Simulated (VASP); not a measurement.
# PbO2 (Fm-3m) in VASP: further runs, part 2 of 2

VASP 6.6.1.

## (4) Single point, PBE

This run uses another cell than the first one, of 13.15 Å³/atom.

INCAR

```
PREC     = Accurate       # precision mode
ENCUT    = 600            # plane-wave cutoff, eV
EDIFF    = 1E-6           # SCF threshold, eV
ISMEAR   = -1             # smearing method
SIGMA    = 0.2585199978643553 # smearing width, eV
LREAL    = F              # projectors in reciprocal space
LASPH    = T              # aspherical terms in the spheres
NELM     = 120            # most SCF steps
ALGO     = Normal         # electronic algorithm
ISIF     = 2              # what is computed and relaxed
LWAVE    = F              # write WAVECAR
LCHARG   = T              # write CHGCAR
GGA      = PE             # functional
LELF     = T              # ELF
LVHAR    = T            
NBANDS   = 20             # bands
GGA_COMPAT= F
```

KPOINTS

```
regular mesh
0
Gamma
  6 6 6
```

POSCAR

```
PbO2
1.0
    0.0000000000      2.7019920000      2.7019920000
    2.7019920000      0.0000000000      2.7019920000
    2.7019920000      2.7019920000      0.0000000000
Pb O
1 2
Direct
    0.0000000000      0.0000000000      0.0000000000
    0.2500000000      0.2500000000      0.2500000000
    0.7500000000      0.7500000000      0.7500000000
```

Potentials or basis: VASP PAW PBE potentials, release 64 (Pb_d, O).

On the command line:

```sh
cat potpaw_PBE.64/Pb_d/POTCAR potpaw_PBE.64/O/POTCAR > POTCAR
mpirun -np 1 vasp_std > vasp.out
```

OUTCAR:

```text
PREC = Accurate
   ENCUT = 600
   EDIFF = 1E-6
   ISMEAR = -1
   LREAL = F
   LASPH = T
   NELM = 120
   ISIF = 2
   GGA = PE

 ion  position               nearest neighbor table
   1  0.000  0.000  0.000-   3 2.34   3 2.34   3 2.34   2 2.34   2 2.34   2 2.34   3 2.34   2 2.34

   2  0.250  0.250  0.250-   1 2.34   1 2.34   1 2.34   1 2.34
   3  0.750  0.750  0.750-   1 2.34   1 2.34   1 2.34   1 2.34

  LATTYP: Found a face centered cubic cell.
 ALAT       =     5.4039840000

  Lattice vectors:
[... 548 lines left out ...]

  FORCE on cell =-STRESS in cart. coord.  units (eV):
  Direction    XX          YY          ZZ          XY          YZ          ZX
  --------------------------------------------------------------------------------------
  -------------------------------------------------------------------------------------
  Total        0.3890607      0.3890607      0.3890607      0.0000000      0.0000000      0.0000000
  in kB       15.7995890     15.7995890     15.7995890      0.0000000      0.0000000      0.0000000
  external PRESSURE =      15.7995890 kB  Pullay stress =       0.0000000 kB

 VOLUME and BASIS-vectors are now :
 -----------------------------------------------------------------------------
  energy-cutoff  :      600.00
  volume of cell :       39.45
      direct lattice vectors                 reciprocal lattice vectors
     0.000000000  2.701992000  2.701992000    -0.185048660  0.185048660  0.185048660
     2.701992000  0.000000000  2.701992000     0.185048660 -0.185048660  0.185048660
     2.701992000  2.701992000  0.000000000     0.185048660  0.185048660 -0.185048660

 POSITION                                       TOTAL-FORCE (eV/Angst)
 -----------------------------------------------------------------------------------
      0.00000      0.00000      0.00000        -0.000000     -0.000000      0.000000
      1.35100      1.35100      1.35100         0.000000      0.000000     -0.000000
      4.05299      4.05299      4.05299        -0.000000      0.000000      0.000000
 -----------------------------------------------------------------------------------
    total drift:                                0.000000     -0.000000      0.000000

  FREE ENERGIE OF THE ION-ELECTRON SYSTEM (eV)
  ---------------------------------------------------
  free  energy   TOTEN  =       -15.6739595291 eV

  energy  without entropy=      -15.5342947918  energy(sigma->0) =      -15.60412716
```

OSZICAR:

```text
N       E                     dE             d eps       ncg     rms          rms(c)
DAV:   1     0.280660867703E+03    0.28066E+03   -0.14828E+04   640   0.176E+03
DAV:   2     0.713393961545E+01   -0.27353E+03   -0.26039E+03   696   0.451E+02
DAV:   3    -0.175851412432E+02   -0.24719E+02   -0.24239E+02   736   0.135E+02
DAV:   4    -0.183443338648E+02   -0.75919E+00   -0.75807E+00   736   0.239E+01
DAV:   5    -0.183671030389E+02   -0.22769E-01   -0.22766E-01   836   0.437E+00    0.951E+00
DAV:   6    -0.156998763442E+02    0.26672E+01   -0.11171E+01   956   0.408E+01    0.299E+00
DAV:   7    -0.156813563219E+02    0.18520E-01   -0.55813E-01   716   0.823E+00    0.169E+00
DAV:   8    -0.156840620037E+02   -0.27057E-02   -0.17426E-01   720   0.410E+00    0.857E-01
DAV:   9    -0.156732685735E+02    0.10793E-01   -0.28611E-02   880   0.200E+00    0.172E-01
DAV:  10    -0.156739666111E+02   -0.69804E-03   -0.53413E-03   700   0.503E-01    0.816E-02
DAV:  11    -0.156739606231E+02    0.59880E-05   -0.17927E-04   736   0.103E-01    0.355E-02
DAV:  12    -0.156739597996E+02    0.82347E-06   -0.43108E-05   744   0.499E-02    0.116E-02
DAV:  13    -0.156739595291E+02    0.27056E-06   -0.78223E-06   700   0.204E-02
   1 F= -.15673960E+02 E0= -.15604127E+02  d E =-.139665E+00
```

stdout:

```text
POSCAR found type information on POSCAR PbO
 POSCAR found :  2 types and       3 ions
 scaLAPACK will be used
 LDA part: xc-table for (Slater+PW92), standard interpolation
 POSCAR, INCAR and KPOINTS ok, starting setup
 FFT: planning ... GRIDC
 FFT: planning ... GRID_SOFT
 FFT: planning ... GRID
 WAVECAR not read
 entering main loop
```

Run time: 19 s. Hardware: 1 thread of Intel Xeon Platinum 8259CL at 2.50GHz (Skylake/Cascade Lake), shared host; peak memory 0.18 GiB.

What came out:

| Quantity | Value |
| --- | --- |
| Free energy | -15.6740 eV |
| Pressure | 1.6 GPa |
| Band gap on the k mesh | zero (bands 13 and 14 overlap by 1.19 eV) |

Levels at points of the mesh, in eV from the Fermi level:
| k point | band 11 | band 12 | band 13 | band 14 | band 15 | band 16 |
| --- | --- | --- | --- | --- | --- | --- |
| (0.00, 0.00, 0.00) | -2.43 | -1.67 | -1.67 | -1.67 | 6.55 | 6.55 |
| (0.50, 0.00, 0.00) | -3.22 | -1.87 | -1.87 | 2.11 | 6.68 | 9.05 |
| (0.50, 0.50, 0.00) | -0.71 | -0.61 | -0.61 | 1.22 | 5.74 | 8.99 |

Caveat: spin-orbit coupling is left out, which moves the levels of the heavy elements.

## (5) Summary

```tsv
level	cell	smearing	gap on the mesh (eV)	pressure (GPa)
PBE	a = 3.644 Å, angles 60.0°, 3 atoms	gaussian 0.1 eV	none	27.7
PBEsol+D4	a = 3.821 Å, angles 60.0°, 3 atoms	gaussian 0.1 eV	none	-7.7
PBE	a = 3.821 Å, angles 60.0°, 3 atoms	fermi-dirac 0.25852 eV	none	1.6
```

Alike in all rows: task single point; potentials or basis VASP PAW PBE potentials, release 64 (Pb_d, O); no spin polarisation; k mesh 6 × 6 × 6; cutoff (eV) 600.

Caveats: spin-orbit coupling is left out, which moves the levels of the heavy elements; the cell stands under pressure (at least some runs); the cell stands under tension (at least some runs); the PAW data sets were made with another functional, which shifts forces and pressure a little (at least some runs).

Absolute energies hang on the potentials; compare differences alone.
